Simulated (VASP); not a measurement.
Set up this calculation in VASP 6.6.1, as the native input.

```
Task                   : relaxation of cell and atoms
Functional             : PBE
Potentials or basis    : VASP PAW PBE potentials, release 64 (B, N)
Cutoff                 : 600 eV
k mesh                 : 6 × 6 × 4
Occupations            : gaussian, width 0.1 eV
Spin                   : no spin polarisation
Dipole correction      : no
Further INCAR settings : ALGO = Normal; EDIFF = 1e-06; IBRION = 2; EDIFFG = -0.04; NSW = 90; ISIF = 3
```

The structure of B3N2 lies in POSCAR:

```
B3N2
1.0
    3.5825574500      0.0000000000      0.0000000000
   -1.7912787300      3.1025857600      0.0000000000
    0.0000000000      0.0000000000      4.1200296700
B N
3 2
Direct
    0.5340607000      0.4659393000      0.9258215200
    0.5340607000      0.0681214000      0.9258215200
    0.9318786000      0.4659393000      0.9258215200
    0.3333333300      0.6666666700      0.2208499200
    0.0000000000      0.0000000000      0.7776070600
```

The cell was built from a structure type or drawn by symmetry, and may not be a known phase.

These files were run (other wordings do the same):

INCAR

```
ALGO = Normal
EDIFF = 1E-6
EDIFFG = -0.04
ENCUT = 600
GGA = PE
IBRION = 2
ISIF = 3
ISMEAR = 0
LASPH = True
LCHARG = False
LREAL = False
LWAVE = False
NELM = 100
NSW = 90
PREC = Accurate
SIGMA = 0.1
```

KPOINTS

```
k-points
0
Gamma
  6 6 4
```

Potentials or basis: VASP PAW PBE potentials, release 64 (B, N).

The run is started by

```sh
$ cat potpaw_PBE.64/B/POTCAR potpaw_PBE.64/N/POTCAR > POTCAR
$ mpirun -np 1 vasp_std > vasp.out
```

Results of the run:

| Item | Value |
| --- | --- |
| Relaxed volume | 10.64 Å³/atom |
| Relaxed cell | a = 3.588 Å, b = 3.588 Å, c = 4.774 Å, α = 90.00°, β = 90.00°, γ = 120.00° |
| Space group after relaxing (to 0.1 Å) | P3m1 (No. 156) |
| Pressure after relaxing | 0.0 GPa |
| Largest force after relaxing | 0.028 eV/Å |
| Band gap on the k mesh | zero (an odd number of electrons rules out a gap without spin polarisation) |

Caveat: the k points lie up to 0.34 Å⁻¹ apart in the final cell, too coarse for converged energies and pressures of a metal; the volume moved by over 15 % at a fixed basis, so the end points are rough; this functional lacks dispersion, which binds the layers, so the pressure and a relaxed spacing across them are unreliable.

It took 2.8 min on 1 thread of Intel(R) Xeon(R) 6975P-C (Granite Rapids), on a shared host, peak memory 0.18 GiB.
